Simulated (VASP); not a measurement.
A run of VASP 6.6.1 is set up as follows.

File INCAR:

```
SYSTEM = SiGe
PREC = Accurate ; ENCUT = 520
EDIFF = 1E-6 ; ISMEAR = 0
SIGMA = 0.03 ; LREAL = .False.
LASPH = .True. ; NELM = 80
ALGO = Normal ; ISIF = 2
LWAVE = .False. ; LCHARG = .False.
NBANDS = 26
```

KPOINTS

```
Automatic mesh
0
Gamma
  12 12 6
  0 0 0
```

POSCAR

```
SiGe
1.0
    3.8347660222      0.0000000000      0.0000000000
   -1.9173830111      3.3210047928      0.0000000000
    0.0000000000      0.0000000000      6.3373575767
Si Ge
2 2
Direct
    0.6666666667      0.3333333333      0.8745031008
    0.3333333333      0.6666666667      0.3745031008
    0.6666666667      0.3333333333      0.4770391519
    0.3333333333      0.6666666667     -0.0229608481
```

Potentials or basis: VASP PAW LDA potentials, release 64 (Si, Ge_d).

Launch:

```console
$ cat potpaw_LDA.64/Si/POTCAR potpaw_LDA.64/Ge_d/POTCAR > POTCAR
$ mpirun -np 1 vasp_std > vasp.out
```

Problem. What does it give for the largest force?

Solution. 1.497 eV/Å.

Problem. What does it give for the band gap on the k mesh?

Solution. Zero (band 18 reaches 6.33 eV, above the bottom of band 19 at 6.09 eV).

Stress tensor (GPa, compression positive):
```
 6.30  0.00  0.00
 0.00  6.30  0.00
 0.00  0.00 -2.45
```

Caveat: forces of over 1 eV/Å act on the atoms, so gaps and moduli don't describe the material at rest.
